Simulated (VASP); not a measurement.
MgS, 2 atoms in the cell. Symmetry: R-3m, No. 166, trigonal system. Conventional cell: a = 3.648 Å, b = 3.648 Å, c = 9.048 Å, α = 90.00°, β = 90.00°, γ = 120.00°. Mg (site symmetry -3m) has 6 S at 2.59 Å within 3.4 Å. S (site symmetry -3m) has 6 Mg at 2.59 Å within 3.4 Å.  This cell differs from its parent crystal: epitaxial 111 strain -0.9%.

- Program: VASP 6.6.1
- Task: single point
- Functional: r2SCAN
- Potentials or basis: VASP PAW PBE potentials, release 64 (Mg, S)
- Cutoff: 520 eV
- k mesh: 8 × 8 × 8
- Occupations: gaussian, width 0.01 eV
- Spin: no spin polarisation
- Dipole correction: no
- Further INCAR settings: ALGO = Normal; EDIFF = 1e-06; NBANDS = 11

Potentials or basis: VASP PAW PBE potentials, release 64 (Mg, S).

Run with:

```bash
$ cat potpaw_PBE.64/Mg/POTCAR potpaw_PBE.64/S/POTCAR > POTCAR
$ cp INCAR.step1 INCAR
$ mpirun -np 1 vasp_std > vasp.out
$ cp INCAR.step2 INCAR
$ mpirun -np 1 vasp_std > vasp.out
```

Hardware: 1 thread of Intel(R) Xeon(R) Platinum 8488C (Sapphire Rapids), on a shared host.

Problem. Estimate the wall time of this run.

Solution. Wall time 53 s on 1 thread of Intel(R) Xeon(R) Platinum 8488C (Sapphire Rapids) (shared host), peak memory 0.18 GiB. Counts: k points 65.
